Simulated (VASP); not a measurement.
# Si16O31 (a cell with a defect) in VASP: notebook, part 2 of 2

VASP 6.6.1.

### 4 Single point, PBE

The input, INCAR:

```
SYSTEM = Si16O31
  ALGO = Normal
  EDIFF = 1E-6
  ENCUT = 520
  GGA = PE
  GGA_COMPAT = .FALSE.
  ISIF = 2
  ISMEAR = 0
  KPAR = 2
  LASPH = .TRUE.
  LCHARG = .FALSE.
  LREAL = Auto
  LWAVE = .FALSE.
  NBANDS = 154
  NCORE = 2
  NELECT = 252.0
  NELM = 120
  PREC = Accurate
  SIGMA = 0.05
```

The input, KPOINTS:

```
k-points
0
G
  2 2 2
  0 0 0
```

The input, POSCAR:

```
Si16O31
1.0
  -10.0670000000      0.0000000000      0.0000000000
    0.0000000000     -8.7549000000      0.0000000000
    0.0000000000      0.0000000000      8.2118000000
Si O
16 31
Direct
    0.4409450680      0.3199295252      0.5587050342
    0.5561823781      0.6693232361      0.0757876470
    0.5646117016      0.3278874687      0.9251355367
    0.4400692361      0.6614330261      0.4434731728
    0.1956135890      0.8259426150      0.5665307241
    0.3029340419      0.1836670893      0.0523948464
    0.2953320751      0.8309883608      0.9372539516
    0.1937382537      0.1600204457      0.4214674006
    0.9518645078      0.3167157820      0.5460365571
    0.0510578127      0.6285050657      0.1013016635
    0.0567744114      0.3815166364      0.8981750652
    0.9480721168      0.6768988795      0.4564111401
    0.6855589550      0.8325886075      0.5892399961
    0.8230944671      0.1740408229      0.0510599381
    0.8099773517      0.8270523935      0.9579138557
    0.6909203338      0.1650877794      0.4172274045
    0.5090238403      0.6425648494      0.2649102511
    0.5112178405      0.3178734195      0.7371350983
    0.4026472633      0.4945113022      0.5144030541
    0.5860246349      0.5048928029     -0.0136560803
    0.5460781762      0.2532504083      0.4230285686
    0.4456015695      0.7636283681      0.9736369614
    0.4584139267      0.2442728072      0.0444056114
    0.5424678653      0.7428448069      0.5726616576
    0.2690956591      0.1678651955      0.2470650771
    0.2759557962      0.8262185747      0.7382713900
    0.1592553889     -0.0092173526      0.4887144110
    0.3010025827      0.0117180093     -0.0203544899
    0.2996346479      0.7529524038      0.4312840059
    0.2091361875      0.2964078402      0.9509830975
    0.3006619648      0.2276237307      0.5562899730
   -0.0040163902      0.7350856092      0.2797857960
    0.0103919738      0.2662712310      0.7202604788
    0.9359599682      0.4957891010      0.4962371222
    0.1876770637      0.7390085552      0.0406114372
    0.0512046290      0.2459002387      0.4042908985
    0.9321205920      0.7112254852      0.9673742663
    0.9524015099      0.2792155250      0.0374027619
    0.0544515745      0.7400934334      0.5947422002
    0.7474317076      0.1608742533      0.2316153584
    0.7318155359      0.8418433106      0.7788789303
    0.6618217940     -0.0013651784      0.5013960398
    0.8616980232     -0.0015387954      0.0032030736
    0.7968787126      0.7420932278      0.4865995275
    0.7054985597      0.2376075112      0.9279222582
    0.6913320751      0.7710124616      0.0844146229
    0.7977352737      0.2541116403      0.5289530919
```

Potentials or basis: VASP PAW PBE potentials, release 64 (Si, O).

On the command line:

```sh
cat potpaw_PBE.64/Si/POTCAR potpaw_PBE.64/O/POTCAR > POTCAR
mpirun -np 4 vasp_std > vasp.out
```

OUTCAR:

```text
SYSTEM = Si16O31
   EDIFF = 1E-6
   ENCUT = 520
   GGA = PE
   ISIF = 2
   ISMEAR = 0
   LASPH = .TRUE.
   LREAL = Auto
   NELECT = 252.0
   NELM = 120
   PREC = Accurate

 ion  position               nearest neighbor table
   1  0.441  0.320  0.559-  19 1.62  18 1.63  31 1.63  21 1.64   8 3.07  16 3.09   4 3.14
   2  0.556  0.669  0.076-  22 1.62  46 1.63  17 1.64  20 1.64  15 3.06
   3  0.565  0.328  0.925-  45 1.62  23 1.62  18 1.64  20 1.64   6 3.10  14 3.11
   4  0.440  0.661  0.443-  19 1.62  29 1.63  17 1.63  24 1.64   5 3.03  13 3.13   1 3.14
   5  0.196  0.826  0.567-  27 1.62  39 1.62  26 1.63  29 1.65  12 2.95   4 3.03
   6  0.303  0.184  0.052-  30 1.60  28 1.62  25 1.64  23 1.65   3 3.10
   7  0.295  0.831  0.937-  35 1.59  28 1.62  26 1.65  22 1.65
   8  0.194  0.160  0.421-  27 1.62  25 1.62  36 1.63  31 1.65   9 2.98   1 3.07
   9  0.952  0.317  0.546-  33 1.61  34 1.63  47 1.65  36 1.66   8 2.98  16 3.13  11 3.13
  10  0.051  0.629  0.101-  35 1.75  37 1.78  32 1.82  11 2.73  12 3.12
  11  0.057  0.382  0.898-  30 1.76  38 1.79  33 1.84  10 2.73   9 3.13
  12  0.948  0.677  0.456-  32 1.61  34 1.62  44 1.64  39 1.66   5 2.95  10 3.12
  13  0.686  0.833  0.589-  44 1.61  41 1.63  42 1.64  24 1.65   4 3.13
  14  0.823  0.174  0.051-  38 1.60  43 1.63  45 1.65  40 1.67   3 3.11  15 3.14
  15  0.810  0.827  0.958-  37 1.60  43 1.63  46 1.66  41 1.67   2 3.06  14 3.14
  16  0.691  0.165  0.417-  47 1.61  40 1.63  42 1.64  21 1.65   1 3.09   9 3.13
  17  0.509  0.643  0.265-   4 1.63   2 1.64
  18  0.511  0.318  0.737-   1 1.63   3 1.64
  19  0.403  0.495  0.514-   4 1.62   1 1.62
  20  0.586  0.505  0.986-   3 1.64   2 1.64
  21  0.546  0.253  0.423-   1 1.64  16 1.65
  22  0.446  0.764  0.974-   2 1.62   7 1.65
[... 23 lines left out ...]
  46  0.691  0.771  0.084-   2 1.63  15 1.66
  47  0.798  0.254  0.529-  16 1.61   9 1.65

  LATTYP: Found a simple orthorhombic cell.
 ALAT       =     8.2118000000
 B/A-ratio  =     1.0661365352
 C/A-ratio  =     1.2259187998

  Lattice vectors:

 A1 = (   0.0000000000,   0.0000000000,  -8.2118000000)
 A2 = (   0.0000000000,  -8.7549000000,   0.0000000000)
 A3 = ( -10.0670000000,   0.0000000000,   0.0000000000)

Analysis of symmetry for initial positions (statically):
=====================================================================
[... 226 lines left out ...]
   LEPSILON=     F    determine dielectric tensor
   LRPA    =     F    only Hartree local field effects (RPA)
 non-spin polarized calculation
 Gauss-broadening in eV      SIGMA  =   0.05
  energy-cutoff  :      520.00
  volume of cell :      723.75
 maximum number of plane-waves:     19527
 NGX is ok and might be reduce to    80
   NGX = 37   NGY = 33   NGZ = 31

 number of electron     251.9999992 magnetization

 Free energy of the ion-electron system (eV)
  ---------------------------------------------------
  ext. energy  EPLUGINS =         0.00000000
  ---------------------------------------------------
  free energy    TOTEN  =      -358.67120857 eV

  energy without entropy =     -358.67120857  energy(sigma->0) =     -358.67120857

 E-fermi :   4.5120     XC(G=0):  -8.2344

 val. band max:        4.2226335065   @ k =   0.5000   0.0000   0.0000
 cond. band min:       5.1279348765   @ k =   0.0000   0.0000   0.0000
 fundamental gap:      0.9053013700
 Fermi energy:         4.5119794866

 k-point     1 :       0.0000    0.0000    0.0000
  band No.  band energies     occupation
      1     -19.7298      2.00000
      2     -19.2666      2.00000
      3     -19.2324      2.00000
      4     -19.1877      2.00000
      5     -19.0696      2.00000
      6     -18.7396      2.00000
[... 1117 lines left out ...]
    137       8.2415      0.00000
    138       8.3484      0.00000
 [bands above 138 left out]

------------------------ aborting loop because EDIFF is reached ----------------------------------------

  FORCE on cell =-STRESS in cart. coord.  units (eV):
  Direction    XX          YY          ZZ          XY          YZ          ZX
  --------------------------------------------------------------------------------------
  -------------------------------------------------------------------------------------
  Total        2.2459358     16.9746102      2.1051487     -0.6384790     -5.9691456      0.3990285
  in kB        4.9718531     37.5768845      4.6601913     -1.4134081    -13.2139644      0.8833338
  external PRESSURE =      15.7363096 kB  Pullay stress =       0.0000000 kB

 VOLUME and BASIS-vectors are now :
 -----------------------------------------------------------------------------
  energy-cutoff  :      520.00
  volume of cell :      723.75
      direct lattice vectors                 reciprocal lattice vectors
   -10.067000000  0.000000000  0.000000000    -0.099334459  0.000000000  0.000000000
     0.000000000 -8.754900000  0.000000000     0.000000000 -0.114221750  0.000000000
     0.000000000  0.000000000  8.211800000     0.000000000  0.000000000  0.121775981

 POSITION                                       TOTAL-FORCE (eV/Angst)
 -----------------------------------------------------------------------------------
     -4.43899     -2.80095      4.58797        -0.144458     -0.003752      0.008354
     -5.59909     -5.85986      0.62235         0.056211     -0.072817      0.037545
     -5.68395     -2.87062      7.59703         0.073166      0.080340     -0.021498
     -4.43018     -5.79078      3.64171        -0.168923     -0.021872      0.018853
     -1.96924     -7.23105      4.65224        -0.170664     -0.105668     -0.023289
     -3.04964     -1.60799      0.43026         0.117582      0.056892      0.039634
[... 39 lines left out ...]
     -6.95964     -6.75014      0.69320         0.132826      0.066556     -0.131793
     -8.03080     -2.22472      4.34366        -0.285527      0.097332      0.012529
 -----------------------------------------------------------------------------------
    total drift:                               -0.009560      0.008579      0.009196

  FREE ENERGIE OF THE ION-ELECTRON SYSTEM (eV)
  ---------------------------------------------------
  free  energy   TOTEN  =      -358.6712085664 eV

  energy  without entropy=     -358.6712085664  energy(sigma->0) =     -358.67120857
```

OSZICAR:

```text
N       E                     dE             d eps       ncg     rms          rms(c)
DAV:   1     0.180479418390E+04    0.18048E+04   -0.12866E+05  2504   0.148E+03
DAV:   2    -0.235611514424E+03   -0.20404E+04   -0.19967E+04  2986   0.345E+02
[... 11 lines left out ...]
DAV:  14    -0.358671254558E+03   -0.62187E-04   -0.12833E-03  2936   0.115E-01    0.694E-02
DAV:  15    -0.358671205410E+03    0.49148E-04   -0.16981E-04  2888   0.403E-02    0.347E-02
DAV:  16    -0.358671207156E+03   -0.17466E-05   -0.39345E-05  2952   0.241E-02    0.789E-03
DAV:  17    -0.358671207784E+03   -0.62826E-06   -0.15860E-05  3120   0.181E-02    0.807E-03
DAV:  18    -0.358671208850E+03   -0.10653E-05   -0.55473E-06  2736   0.739E-03    0.781E-03
DAV:  19    -0.358671208566E+03    0.28338E-06   -0.83623E-07  1856   0.309E-03
   1 F= -.35867121E+03 E0= -.35867121E+03  d E =-.144466E-16
```

Run time: 16 min. Hardware: 4 MPI ranks of Intel Xeon Platinum 8488C (Sapphire Rapids), shared host; peak memory 0.6 GiB.

What came out:

```
Free energy   : -358.6712 eV
Largest force : 0.395 eV/Å
```

Forces on the atoms (eV/Å):
```
Si  -0.144 -0.004  0.008
Si   0.056 -0.073  0.038
Si   0.073  0.080 -0.021
Si  -0.169 -0.022  0.019
Si  -0.171 -0.106 -0.023
Si   0.118  0.057  0.040
Si   0.052  0.009 -0.010
Si  -0.118 -0.002  0.068
Si   0.026 -0.137  0.033
Si   0.099 -0.064 -0.114
Si   0.097  0.112  0.089
Si  -0.040  0.043 -0.086
Si  -0.127 -0.049 -0.113
Si   0.068  0.114  0.071
Si   0.017 -0.035 -0.070
Si  -0.079 -0.004  0.015
O    0.134 -0.052 -0.081
O    0.098 -0.073  0.068
O   -0.187 -0.018 -0.095
O    0.150 -0.010 -0.007
O   -0.176 -0.010  0.201
O    0.187  0.182 -0.044
O    0.208 -0.041  0.007
O   -0.198 -0.038 -0.187
O    0.131  0.048  0.038
O    0.179  0.019  0.012
O   -0.190 -0.042  0.044
O   -0.044  0.024  0.040
O   -0.139  0.074  0.195
O    0.287  0.101  0.045
O   -0.174 -0.031 -0.125
O   -0.038  0.229 -0.117
O    0.010 -0.216  0.174
O   -0.107  0.016 -0.010
O    0.177 -0.152 -0.021
O   -0.163 -0.033  0.206
O    0.065 -0.017 -0.003
O    0.113  0.047 -0.040
O   -0.127 -0.021 -0.243
O   -0.003 -0.037  0.063
O   -0.016  0.025 -0.075
O   -0.136  0.048 -0.006
O    0.393 -0.014 -0.034
O   -0.249  0.040  0.076
O    0.207 -0.132  0.097
O    0.133  0.067 -0.132
O   -0.286  0.097  0.013
```

Caveat: the cell carries a net charge on a neutralising background, which shifts energy and pressure; the cell is charged against a uniform background, so pressure and absolute levels hang on convention.
